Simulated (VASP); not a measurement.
# HfN (Fm-3m) in VASP: settings compared, part 2 of 2

VASP 6.6.1.

### Step 5. Single point, PBEsol+D3(BJ)

The input, INCAR:

```
  PREC = Accurate
  ENCUT = 520
  EDIFF = 1E-6
  ISMEAR = 0
  SIGMA = 0.05
  LREAL = F
  LASPH = T
  NELM = 80
  ALGO = Normal
  ISIF = 2
  LWAVE = F
  LCHARG = T
  GGA = PS
  IVDW = 12
  LELF = T
  LVHAR = T
  NBANDS = 14
```

The input, KPOINTS:

```
regular mesh
0
Gamma
  10 10 10
```

The input, POSCAR:

```
HfN
1.0
    0.0000000000      2.2590026142      2.2590026142
    2.2590026142      0.0000000000      2.2590026142
    2.2590026142      2.2590026142      0.0000000000
Hf N
1 1
Direct
    0.5000000000      0.5000000000      0.5000000000
    0.0000000000      0.0000000000      0.0000000000
```

Potentials or basis: VASP PAW PBE potentials, release 64 (Hf_pv, N).

Run with:

```sh
> cat potpaw_PBE.64/Hf_pv/POTCAR potpaw_PBE.64/N/POTCAR > POTCAR
> mpirun -np 1 vasp_std > vasp.out
```

OUTCAR:

```text
PREC = Accurate
   ENCUT = 520
   EDIFF = 1E-6
   ISMEAR = 0
   LREAL = F
   LASPH = T
   NELM = 80
   ISIF = 2
   GGA = PS
   IVDW = 12
 IVDW          = 12

 ion  position               nearest neighbor table
   1  0.500  0.500  0.500-   2 2.26   2 2.26   2 2.26   2 2.26   2 2.26   2 2.26
   2  0.000  0.000  0.000-   1 2.26   1 2.26   1 2.26   1 2.26   1 2.26   1 2.26

  LATTYP: Found a face centered cubic cell.
 ALAT       =     4.5180052284

  Lattice vectors:

 A1 = (   0.0000000000,   2.2590026142,   2.2590026142)
 A2 = (   2.2590026142,   0.0000000000,   2.2590026142)
 A3 = (   2.2590026142,   2.2590026142,   0.0000000000)

Analysis of symmetry for initial positions (statically):
=====================================================================
 Subroutine PRICEL returns:
 Original cell was already a primitive cell.

 Routine SETGRP: Setting up the symmetry group for a
 face centered cubic supercell.

 Subroutine GETGRP returns: Found 48 space group operations
 (whereof 48 operations were pure point group operations)
 out of a pool of 48 trial point group operations.

The static configuration has the point symmetry O_h .

Analysis of symmetry for dynamics (positions and initial velocities):
=====================================================================
 Subroutine PRICEL returns:
 Original cell was already a primitive cell.

 Routine SETGRP: Setting up the symmetry group for a
 face centered cubic supercell.

 Subroutine GETGRP returns: Found 48 space group operations
 (whereof 48 operations were pure point group operations)
 out of a pool of 48 trial point group operations.

The dynamic configuration has the point symmetry O_h .

 Subroutine INISYM returns: Found 48 space group operations
 (whereof 48 operations are pure point group operations),
 and found     1 'primitive' translations

----------------------------------------------------------------------------------------

                                     Primitive cell

  volume of cell :      23.0558

  direct lattice vectors                    reciprocal lattice vectors
     0.000000000  2.259002614  2.259002614    -0.221336619  0.221336619  0.221336619
     2.259002614  0.000000000  2.259002614     0.221336619 -0.221336619  0.221336619
     2.259002614  2.259002614  0.000000000     0.221336619  0.221336619 -0.221336619

  length of vectors
     3.194712134  3.194712134  3.194712134     0.383366269  0.383366269  0.383366269

  position of ions in fractional coordinates (direct lattice)
     0.500000000  0.500000000  0.500000000
     0.000000000  0.000000000  0.000000000

  ion indices of the primitive-cell ions
   primitive index   ion index
                 1           1
                 2           2

----------------------------------------------------------------------------------------

 KPOINTS: regular mesh

Automatic generation of k-mesh.
 Grid dimensions read from file:
 generate k-points for:   10   10   10

 Generating k-lattice:

  Cartesian coordinates                     Fractional coordinates (reciprocal lattice)
[... 41 lines left out ...]
 [... further k-points ...]
   k-points           NKPTS =     47   k-points in BZ     NKDIM =     47   number of bands    NBANDS=     14
   number of dos      NEDOS =    301   number of ions     NIONS =      2
   total plane-waves  NPLWV =  13824
   dimension x,y,z NGX =    24 NGY =   24 NGZ =   24
   dimension x,y,z NGXF=    48 NGYF=   48 NGZF=   48
   ions per type =               1   1
   NGX,Y,Z   is equivalent  to a cutoff of  12.49, 12.49, 12.49 a.u.
   NGXF,Y,Z  is equivalent  to a cutoff of  24.98, 24.98, 24.98 a.u.
 SYSTEM =  unknown system
   PREC   = accura    normal or accurate (medium, high low for compatibility)
   ISTART =      0    job   : 0-new  1-cont  2-samecut
   ICHARG =      2    charge: 1-file 2-atom 10-const
   ISPIN  =      1    spin polarized calculation?
   LNONCOLLINEAR =      F non collinear calculations
   LSORBIT =      F    spin-orbit coupling
   LASPH  =      T    aspherical Exc in radial PAW
   ENCUT  =  520.0 eV  38.22 Ry    6.18 a.u.   5.94  5.94  5.94*2*pi/ulx,y,z
   NELM   =     80;   NELMIN=  2; NELMDL= -5     # of ELM steps
   EDIFF  = 0.1E-05   stopping-criterion for ELM
   LREAL  =      F    real-space projection
   EDIFFG = 0.1E-04   stopping-criterion for IOM
   NSW    =      0    number of steps for IOM
   IBRION =     -1    ionic relax: 0-MD 1-quasi-New 2-CG
   NFREE  =      0    steps in history (QN), initial steepest desc. (CG)
   ISIF   =      2    stress and relaxation
   ISYM   =      2    0-nonsym 1-usesym 2-fastsym
   POTIM  = 0.5000    time-step for ionic-motion
   TEBEG  =    0.0;   TEEND  =   0.0 temperature during run
   PSTRESS=    0.0 pullay stress
   NELECT =      15.0000    total number of electrons
   NUPDOWN=      -1.0000    fix difference up-down
   EMIN   =  10.00;   EMAX   =-10.00  energy-range for DOS
   EFERMI =   0.00;   METHOD = LEGACY
   ISMEAR =     0;   SIGMA  =   0.05  broadening in eV -4-tet -1-fermi 0-gaus
   EFERMI_NEDOS =   21; number of points for ismear=-14 and -15
   IALGO  =     38    algorithm
   IMIX   =      4    mixing-type and parameters
     AMIX     =   0.40;   BMIX     =  1.00
     AMIX_MAG =   1.60;   BMIX_MAG =  1.00
  volume/ion in A,a.u.               =      11.53        77.79
  Fermi-wavevector in a.u.,A,eV,Ry     =   1.418552  2.680674 27.378855  2.012289
  Thomas-Fermi vector in A             =   2.539665
   LORBIT       =      0    0 simple, 1 ext, 2 COOP (PROOUT), +10 PAW based schemes
   GGA     = PS    functional components
   LHFCALC =     F    Hartree Fock is set to
   AEXX    =    0.0000 exact exchange contribution
   IVDW    =    12    specifies the selected vdW correction
   LEPSILON=     F    determine dielectric tensor
   LRPA    =     F    only Hartree local field effects (RPA)
 non-spin polarized calculation
 Gauss-broadening in eV      SIGMA  =   0.05
  energy-cutoff  :      520.00
  volume of cell :       23.06
 maximum number of plane-waves:       636
   NGX = 11   NGY = 11   NGZ = 11

 number of electron      15.0000000 magnetization

 Free energy of the ion-electron system (eV)
  ---------------------------------------------------
  ext. energy  EPLUGINS =         0.00000000
  ---------------------------------------------------
  free energy    TOTEN  =       -22.97965016 eV

  energy without entropy =      -22.97859926  energy(sigma->0) =      -22.97912471

 E-fermi :   8.2257     XC(G=0): -12.8937

 val. band max:        8.1845875745   @ k =  -0.4000   0.3000   0.0000
 cond. band min:       8.2429452749   @ k =  -0.1000   0.1000   0.0000
 fundamental gap:      0.0583577005
 Fermi energy:         8.2257065146

 k-point     1 :       0.0000    0.0000    0.0000
  band No.  band energies     occupation
      1     -22.8559      2.00000
      2     -22.8559      2.00000
      3     -22.8559      2.00000
      4      -9.2445      2.00000
      5       5.2083      2.00000
      6       5.2083      2.00000
      7       5.2083      2.00000
      8       7.8298      2.00000
      9       7.8298      2.00000
     10       7.8298      2.00000
     11      10.0075      0.00000
     12      10.1450      0.00000
     13      10.1450      0.00000
     14      17.7377      0.00000
[... 377 lines left out ...]
      1     -23.5380      2.00000
      2     -23.1230      2.00000
      3     -23.0937      2.00000
      4      -7.8231      2.00000
      5       1.6006      2.00000
      6       3.5961      2.00000
      7       4.0934      2.00000
      8       5.7136      2.00000
      9      12.2758      0.00000
     10      12.7860      0.00000
     11      12.9618      0.00000
     12      13.0163      0.00000
     13      17.3629      0.00000
     14      19.4632      0.00000

 [... further k-points ...]

------------------------ aborting loop because EDIFF is reached ----------------------------------------

 Edisp (eV)   -0.77632

 E8    (eV) :    -0.5449

  FORCE on cell =-STRESS in cart. coord.  units (eV):
  Direction    XX          YY          ZZ          XY          YZ          ZX
  --------------------------------------------------------------------------------------
  -------------------------------------------------------------------------------------
  Total      -1.52640    -1.52640    -1.52640     0.00000     0.00000     0.00000
  in kB    -106.07154  -106.07154  -106.07154     0.00000     0.00000     0.00000
  external pressure =     -106.07 kB  Pullay stress =        0.00 kB

 VOLUME and BASIS-vectors are now :
 -----------------------------------------------------------------------------
  energy-cutoff  :      520.00
  volume of cell :       23.06
      direct lattice vectors                 reciprocal lattice vectors
     0.000000000  2.259002614  2.259002614    -0.221336619  0.221336619  0.221336619
     2.259002614  0.000000000  2.259002614     0.221336619 -0.221336619  0.221336619
     2.259002614  2.259002614  0.000000000     0.221336619  0.221336619 -0.221336619

 POSITION                                       TOTAL-FORCE (eV/Angst)
 -----------------------------------------------------------------------------------
      2.25900      2.25900      2.25900         0.000000      0.000000      0.000000
      0.00000      0.00000      0.00000        -0.000000     -0.000000     -0.000000
 -----------------------------------------------------------------------------------
    total drift:                                0.000000     -0.000000     -0.000000

  FREE ENERGIE OF THE ION-ELECTRON SYSTEM (eV)
  ---------------------------------------------------
  free  energy   TOTEN  =       -23.7559670548 eV

  energy  without entropy=      -23.7549161537  energy(sigma->0) =      -23.75544160
```

OSZICAR:

```text
N       E                     dE             d eps       ncg     rms          rms(c)
DAV:   1     0.313596517835E+02    0.31360E+02   -0.77835E+03  1324   0.102E+03
DAV:   2    -0.239171173413E+02   -0.55277E+02   -0.51356E+02  1712   0.229E+02
DAV:   3    -0.257066812493E+02   -0.17896E+01   -0.17857E+01  1538   0.325E+01
DAV:   4    -0.257130491707E+02   -0.63679E-02   -0.63670E-02  1544   0.222E+00
DAV:   5    -0.257130911014E+02   -0.41931E-04   -0.41930E-04  1556   0.162E-01    0.502E+01
DAV:   6    -0.231041777449E+02    0.26089E+01   -0.72343E+00  1448   0.208E+01    0.419E+01
DAV:   7    -0.230120059292E+02    0.92172E-01   -0.44153E-01  1652   0.582E+00    0.258E+01
DAV:   8    -0.229849025974E+02    0.27103E-01   -0.10734E-01  1520   0.277E+00    0.522E+00
DAV:   9    -0.229797639452E+02    0.51387E-02   -0.12955E-02  1544   0.923E-01    0.197E+00
DAV:  10    -0.229796848551E+02    0.79090E-04   -0.90464E-04  1736   0.278E-01    0.474E-01
DAV:  11    -0.229796516263E+02    0.33229E-04   -0.66939E-05  1646   0.806E-02    0.886E-02
DAV:  12    -0.229796502998E+02    0.13266E-05   -0.71552E-06  1672   0.225E-02    0.177E-02
DAV:  13    -0.229796501609E+02    0.13883E-06   -0.11163E-07   874   0.333E-03
   1 F= -.23755967E+02 E0= -.23755442E+02  d E =-.105090E-02
```

stdout:

```text
POSCAR found type information on POSCAR HfN
 POSCAR found :  2 types and       2 ions
 scaLAPACK will be used
 -----------------------------------------------------------------------------
|                                                                             |
|                                                                             |
|     You enforced a specific xc type in the INCAR file but a different       |
|     I HOPE YOU KNOW WHAT YOU ARE DOING!                                     |
|                                                                             |
 -----------------------------------------------------------------------------

 LDA part: xc-table for (Slater+PW92), standard interpolation
 POSCAR, INCAR and KPOINTS ok, starting setup
 FFT: planning ... GRIDC
 FFT: planning ... GRID_SOFT
 FFT: planning ... GRID
 WAVECAR not read
 entering main loop
```

Wall time 25 s (1 thread of Intel Xeon 8259CL, shared host); peak memory 0.16 GiB.

Results:

```
Free energy                : -23.7560 eV
Pressure                   : -10.6 GPa
Dispersion energy per atom : -0.388 eV
```

Caveat: the PAW data sets were made with another functional, which shifts forces and pressure a little; spin-orbit coupling is left out, which moves the levels of the heavy elements; pairwise dispersion overbinds metals, which lowers pressure and volume.

### Step 6. Overview

| level | potentials or basis | cell | gap on the mesh (eV) | pressure (GPa) |
| --- | --- | --- | --- | --- |
| PBE | VASP PAW PBE potentials, release 64 (Hf_pv, N) | a = 3.195 Å, angles 60.0°, 2 atoms | none | 3.1 |
| LDA | VASP PAW LDA potentials, release 64 (Hf_pv, N) | a = 3.195 Å, angles 60.0°, 2 atoms | none | -10.6 |
| LDA | VASP PAW LDA potentials, release 64 (Hf_pv, N) | a = 3.201 Å, angles 60.0°, 2 atoms | none | -12.1 |
| PBEsol+D3(BJ) | VASP PAW PBE potentials, release 64 (Hf_pv, N) | a = 3.195 Å, angles 60.0°, 2 atoms | none | -10.6 |

Alike in all rows: task single point; no spin polarisation; k mesh 10 × 10 × 10; cutoff (eV) 520; smearing gaussian 0.05 eV.

Caveats: spin-orbit coupling is left out, which moves the levels of the heavy elements; the PAW data sets were made with another functional, which shifts forces and pressure a little (some runs); pairwise dispersion overbinds metals, which lowers pressure and volume (some runs).

Absolute energies hang on the potentials; compare differences alone.
